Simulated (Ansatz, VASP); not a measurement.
# Bi2Te3 in VASP and in Ansatz

File INCAR:

```
PREC = Accurate ; ENCUT = 520
EDIFF = 1E-6 ; ISMEAR = 1
SIGMA = 0.02 ; LREAL = False
LASPH = True ; NELM = 100
ALGO = Normal ; ISIF = 2
LWAVE = False ; LCHARG = False
GGA = PE ; NBANDS = 32
```

Contents of KPOINTS:

```
Automatic mesh
0
Gamma
  12 12 12
```

The input POSCAR:

```
Bi2Te3
1.0
    2.2085012539      1.2750787934      9.9466700000
   -2.2085012539      1.2750787934      9.9466700000
    0.0000000000     -2.5501575869      9.9466700000
Bi Te
2 3
Direct
    0.8120000000      0.8120000000      0.8120000000
    0.4020000000      0.4020000000      0.4020000000
    0.6110000000      0.6110000000      0.6110000000
    0.2000000000      0.2000000000      0.2000000000
    0.0000000000      0.0000000000      0.0000000000
```

Input for Ansatz:

```yaml
crystal:
  lattice:
    - [2.2085012539, 1.2750787934, 9.94667]
    - [-2.2085012539, 1.2750787934, 9.94667]
    - [0.0, -2.5501575869, 9.94667]
  atoms:
    - { symbol: Bi, position: [0.812, 0.812, 0.812] }
    - { symbol: Bi, position: [0.402, 0.402, 0.402] }
    - { symbol: Te, position: [0.611, 0.611, 0.611] }
    - { symbol: Te, position: [0.2, 0.2, 0.2] }
    - { symbol: Te, position: [0.0, 0.0, 0.0] }
basis:
  ecutwfc: 420
kpoints:
  mp_grid: { grid: [12, 12, 12] }
hamiltonian:
  xc: pbe
scf:
  occupations: { method: methfessel_paxton, width: 0.02 }
output:
  forces: true
  stress: true
  eigenvalues: true
```

Alike in both runs: task single point; functional PBE; k mesh 12 × 12 × 12; occupations methfessel-paxton of order 1, width 0.02 eV; no spin polarisation.

```csv
,VASP,Ansatz
version,VASP 6.6.1,Ansatz 0.2.0
potentials or method,"VASP PAW PBE potentials, release 64 (Bi_d, Te), cutoff 520 eV","scalar-relativistic, plane waves, PAW"
valence electrons in the cell,48,78
```

Ansatz gave:

| Property | Result |
| --- | --- |
| gap on the k mesh at the Fermi level (eV) | none |
| pressure (GPa) | 1.7 |
| traceless stress, the component that is largest in VASP (GPa) | -0.44 |
| rms of the force components (eV/Å) | 0.498 |

Problem. Which values does VASP return?

Solution. gap on the k mesh at the Fermi level (eV): none; pressure (GPa): 1.6; traceless stress, the component that is largest in VASP (GPa): -0.45; rms of the force components (eV/Å): 0.501.

Atom by atom the forces differ by 0.004 eV/Å (rms over components). A gap of «none» marks a metal or a gap that the smearing closes. VASP's potentials hold 48 valence electrons a cell and Ansatz's 78, so a difference there can come from the potentials and not from the codes.

Neither program's run includes spin-orbit coupling.
